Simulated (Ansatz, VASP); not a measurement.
Two plane-wave programs on MgBe2SeO2

```
CELL_PARAMETERS angstrom
-1.73676 1.73676 8.15299
1.73676 -1.73676 8.15299
1.73676 1.73676 -8.15299
ATOMIC_POSITIONS crystal
Mg 0.50000 0.50000 0.00000
Be 0.24819 0.24819 0.00000
Be 0.75181 0.75181 0.00000
Se 0.00000 0.00000 0.00000
O 0.25000 0.75000 0.50000
O 0.75000 0.25000 0.50000
```

Change from the starting cell: species swapped into the CeB2Ir2C type (I4/mmm, No. 139).

Alike in both runs: functional PBE; k mesh 12 × 12 × 12; occupations gaussian, width 0.02 eV; no spin polarisation.

Ansatz relaxed the structure, and its values are those at the end. VASP's run is a single point on that final structure, the one shown.

```csv
,VASP,Ansatz
version,VASP 6.6.1,Ansatz 0.2.0
potentials or method,"VASP PAW PBE potentials, release 64 (Mg, Be, Se, O), cutoff 520 eV","scalar-relativistic, plane waves, PAW"
valence electrons in the cell,24,42
```

|  | VASP | Ansatz | Ansatz less VASP |
| --- | --- | --- | --- |
| gap on the k mesh at the Fermi level (eV) | 1.95 | 1.98 | +0.023 |
| least direct gap on the mesh (eV) | 2.16 | 2.18 | +0.020 |
| pressure (GPa) | 0.1 | 0.0 | -0.09 |

VASP's potentials hold 24 valence electrons a cell and Ansatz's 42, so a difference there can come from the potentials and not from the codes.
